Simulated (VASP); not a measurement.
Y:

```
Y
1.0
     3.40647   -2.25142    0.00000
     3.40647    2.25142    0.00000
     0.00000    0.00000    9.18410
Y
4
Direct
  0.85000 0.15000 0.11700
  0.65000 0.35000 0.61700
  0.15000 0.85000 0.88300
  0.35000 0.65000 0.38300
```

* Program: VASP 6.6.1
* Task: relaxation of cell and atoms
* Functional: PBEsol
* Potentials or basis: VASP PAW PBE potentials, release 64 (Y_sv)
* Cutoff: 600 eV
* k mesh: 4 × 4 × 2
* Occupations: gaussian, width 0.1 eV
* Spin: no spin polarisation

At the start: pressure -1.9 GPa; volume 35.22 Å³/atom.

How do energy, volume and symmetry change on relaxing?

Over 16 steps the energy falls by 912.9 meV/atom and the volume is 30.88 Å³/atom (-12.3 %); space group Cmce (No. 64, to 0.1 Å) before, I4/mmm (No. 139, to 0.1 Å).

Step by step:
```
step  energy change (eV)  largest force (eV/Å)  pressure (GPa)  volume (Å³)
   1              0.0000                2.8931           -1.90       140.87
   2             -2.4636                0.8750           -1.87       131.01
   3             -2.9977                0.5116            0.78       123.79
   4             -3.0285                0.6213            1.79       121.51
   5             -3.1724                0.4923           -0.69       128.14
   6             -3.1974                0.4371           -1.77       131.44
   7             -3.3120                0.4034           -1.61       129.99
   8             -3.5055                0.2994           -0.45       125.05
   9             -3.5082                0.2958           -0.10       124.06
  10             -3.5616                0.2518            0.32       122.98
  11             -3.6017                0.1504            1.27       120.67
  12             -3.6287                0.0562           -0.26       124.77
  13             -3.6288                0.0600           -0.19       124.59
  14             -3.6434                0.0364           -0.06       124.17
  15             -3.6507                0.0119            0.10       123.72
  16             -3.6515                0.0009            0.17       123.52
```

Final structure:
```
Y
1.0
     2.43093   -2.43686    0.00000
     2.43093    2.43686    0.00000
     0.00000    0.00000   10.42548
Y
4
Direct
  0.75004 0.24996 0.12499
  0.74996 0.25004 0.62499
  0.24996 0.75004 0.87501
  0.25004 0.74996 0.37501
```

Caveat: the k points lie up to 0.46 Å⁻¹ apart in the final cell, too coarse for converged energies and pressures of a metal; a cell axis changed by over 15 % at a fixed basis, so the end point is rough; the PAW data sets were made with another functional, which shifts forces and pressure a little.
